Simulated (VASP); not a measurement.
# Ti7SnO16 (P1) in VASP: further runs, part 2 of 2

VASP 6.6.1. The steps go on from the part before.

### Step 3. Single point, PBEsol

This run uses another cell than the first one, of 10.59 Å³/atom.

File INCAR:

```
SYSTEM = Ti7SnO16
PREC     = Accurate       ! precision mode
ENCUT    = 700            ! plane-wave cutoff, eV
EDIFF    = 1E-6           ! SCF threshold, eV
ISMEAR   = -1             ! smearing method
SIGMA    = 0.05           ! smearing width, eV
LREAL    = Auto         
LASPH    = .TRUE.         ! aspherical terms in the spheres
NELM     = 120            ! most SCF steps
ALGO     = Normal         ! electronic algorithm
ISIF     = 2              ! what is computed and relaxed
LWAVE    = .FALSE.        ! write WAVECAR
LCHARG   = .TRUE.         ! write CHGCAR
GGA      = PS             ! functional
LELF     = .TRUE.         ! ELF
LVHAR    = .TRUE.       
ISYM     = -1           
NBANDS   = 333            ! bands
GGA_COMPAT= .FALSE.
```

File KPOINTS:

```
explicit points
1
Reciprocal
  0.25000000   0.25000000   0.25000000 1
```

File POSCAR:

```
Ti7SnO16
1.0
    9.2426228783      0.0000000000      0.0000000000
    0.0000000000      9.2476824783      0.0000000000
    0.0000000000      0.0000000000      8.9247896713
Ti Sn O
21 3 48
Direct
    0.0044230000      0.9962280000      0.0053140000
    0.9982270000      0.9958430000      0.3356960000
    0.9980580000      0.0150630000      0.6698540000
    0.9987740000      0.5024690000      0.9983390000
    0.9964270000      0.4982410000      0.3391760000
    0.0016590000      0.5024360000      0.6692380000
    0.4910560000      0.0032070000      0.0071370000
    0.5061010000      0.0129880000      0.3291900000
    0.5104020000      0.4939010000      0.9955690000
    0.5025910000      0.4972170000      0.3321790000
    0.4882460000      0.4975960000      0.6598610000
    0.2411230000      0.2588850000      0.1686140000
    0.2463400000      0.2493520000      0.4968570000
    0.2502790000      0.2526220000      0.8392280000
    0.2596390000      0.7405420000      0.1733990000
    0.2435390000      0.7578920000      0.4907800000
    0.7552270000      0.2460810000      0.1652910000
    0.7544340000      0.2583850000      0.5037900000
    0.7489160000      0.2506250000      0.8376730000
    0.7461380000      0.7491660000      0.5071500000
    0.7473950000      0.7565110000      0.8267080000
    0.5011740000      0.0014550000      0.6652340000
    0.2472190000      0.7478050000      0.8335310000
    0.7500000000      0.7493670000      0.1663860000
    0.1505510000      0.1553350000      0.9995830000
    0.1511840000      0.1542640000      0.3321140000
    0.1519620000      0.1537720000      0.6655090000
    0.1483130000      0.6482420000      0.0097980000
    0.1522580000      0.6510340000      0.3321390000
    0.1465420000      0.6492480000      0.6559830000
    0.6526990000      0.1544780000      0.9992500000
    0.6528410000      0.1548510000      0.3325570000
    0.6576840000      0.1565350000      0.6655430000
    0.6511220000      0.6460310000      0.9910910000
    0.6487490000      0.6471160000      0.3406500000
    0.6522110000      0.6534400000      0.6665830000
    0.3456210000      0.3478280000      0.9999620000
    0.3444130000      0.3491050000      0.3321190000
    0.3473270000      0.3448280000      0.6659120000
    0.3481960000      0.8507050000      0.0089380000
    0.3452820000      0.8466950000      0.3325020000
    0.3471730000      0.8446900000      0.6569540000
    0.8476070000      0.3465370000      0.0006220000
    0.8477020000      0.3470020000      0.3319540000
    0.8466370000      0.3498490000      0.6654420000
    0.8521380000      0.8500760000      0.9914080000
    0.8530260000      0.8492760000      0.3410560000
    0.8444970000      0.8490090000      0.6654120000
    0.0958550000      0.4007430000      0.1668210000
    0.0958990000      0.4013270000      0.4988580000
    0.0974950000      0.4037020000      0.8316980000
    0.0955220000      0.9045670000      0.1661320000
    0.0975300000      0.9046480000      0.4995060000
    0.0936260000      0.9086080000      0.8313030000
    0.5973220000      0.4013860000      0.1666820000
    0.5966300000      0.4005920000      0.4993340000
    0.5977920000      0.3998770000      0.8317170000
    0.5947160000      0.9080820000      0.1665820000
    0.6011800000      0.8999710000      0.4876860000
    0.5986950000      0.8988670000      0.8427410000
    0.4022310000      0.1001470000      0.1672440000
    0.3985970000      0.1023170000      0.4897980000
    0.3971560000      0.0996780000      0.8409470000
    0.4047390000      0.5974180000      0.1660250000
    0.4009760000      0.5936410000      0.5000760000
    0.4040800000      0.5903040000      0.8319890000
    0.9000360000      0.0967620000      0.1664640000
    0.9030440000      0.1004760000      0.4991430000
    0.9024150000      0.1016260000      0.8311360000
    0.9047050000      0.5911760000      0.1673130000
    0.9009020000      0.5953910000      0.4971090000
    0.9048800000      0.5970730000      0.8335090000
```

Potentials or basis: VASP PAW PBE potentials, release 64 (Ti_sv, Sn_d, O).

Started as:

```bash
> cat potpaw_PBE.64/Ti_sv/POTCAR potpaw_PBE.64/Sn_d/POTCAR potpaw_PBE.64/O/POTCAR > POTCAR
> mpirun -np 1 vasp_std > vasp.out
```

It took 9.5 min on 1 thread of Intel Xeon 6975P-C (Granite Rapids), shared host; peak memory 1.1 GiB.

Results (log left out):

```
Free energy            : -647.8241 eV
Pressure               : 0.4 GPa
Largest force          : 0.058 eV/Å
Band gap on the k mesh : 2.26 eV
```

Forces on the atoms (eV/Å):
```
Ti  -0.003  0.018 -0.019
Ti   0.006  0.019  0.000
Ti  -0.004 -0.029 -0.016
Ti   0.001 -0.011  0.009
Ti   0.015  0.004 -0.018
Ti  -0.001 -0.012 -0.014
Ti   0.016  0.004 -0.024
Ti  -0.024 -0.020  0.011
Ti  -0.029  0.003  0.011
Ti  -0.008 -0.007 -0.004
Ti   0.029  0.000  0.015
Ti   0.018 -0.023 -0.007
Ti   0.001  0.003  0.008
Ti  -0.005 -0.005 -0.023
Ti  -0.024  0.012 -0.024
Ti   0.011 -0.023  0.029
Ti  -0.010  0.017  0.009
Ti  -0.004 -0.016 -0.015
Ti   0.007 -0.001 -0.011
Ti   0.013 -0.002 -0.031
Ti   0.011 -0.017  0.020
Sn   0.000  0.005 -0.004
Sn  -0.005  0.005 -0.001
Sn  -0.003  0.002 -0.002
O   -0.016 -0.018  0.002
O   -0.023 -0.026  0.000
O    0.005  0.003  0.008
O   -0.009 -0.010  0.012
O   -0.024 -0.027 -0.001
O   -0.006 -0.002 -0.014
O   -0.023 -0.020  0.002
O    0.010  0.008  0.007
O   -0.008 -0.010 -0.003
O   -0.002 -0.006 -0.011
O   -0.011 -0.010  0.011
O   -0.033 -0.034  0.010
O    0.022  0.022  0.010
O    0.022  0.018  0.006
O    0.002 -0.002  0.000
O    0.006  0.007  0.003
O    0.044  0.039  0.000
O    0.008  0.008 -0.007
O    0.015  0.014 -0.002
O    0.007  0.008 -0.003
O    0.021  0.022  0.019
O    0.014  0.013 -0.006
O    0.006 -0.001  0.013
O    0.033  0.029 -0.003
O   -0.007  0.009 -0.002
O    0.008 -0.015  0.007
O    0.012 -0.011  0.003
O    0.036 -0.034  0.011
O   -0.002  0.004  0.019
O    0.008 -0.009 -0.005
O    0.017 -0.020  0.004
O    0.005 -0.013  0.005
O    0.007 -0.015 -0.018
O    0.017 -0.020 -0.003
O    0.012 -0.013 -0.009
O    0.002 -0.005  0.014
O   -0.034  0.037  0.008
O   -0.015  0.016 -0.004
O   -0.017  0.011  0.006
O    0.010 -0.010 -0.006
O   -0.027  0.035 -0.021
O   -0.005  0.007  0.010
O   -0.006  0.001  0.002
O   -0.012  0.021 -0.010
O   -0.015  0.016  0.025
O   -0.009  0.008  0.003
O   -0.022  0.022  0.011
O   -0.030  0.027  0.000
```

Stress tensor (GPa, compression positive):
```
 0.31 -0.26  0.11
-0.26  0.32  0.14
 0.11  0.14  0.60
```

Levels at points of the mesh, in eV from the valence-band top:
```csv
k point,band 289,band 290,band 291,band 292,band 293,band 294
"(0.25, 0.25, 0.25)",-0.38,-0.33,0.00,2.26,2.29,2.35
```

Caveat: the PAW data sets were made with another functional, which shifts forces and pressure a little; spin-orbit coupling is left out, which moves the levels of the heavy elements; a shifted mesh leaves out Γ, where band edges can lie. A k mesh can miss the band edges.
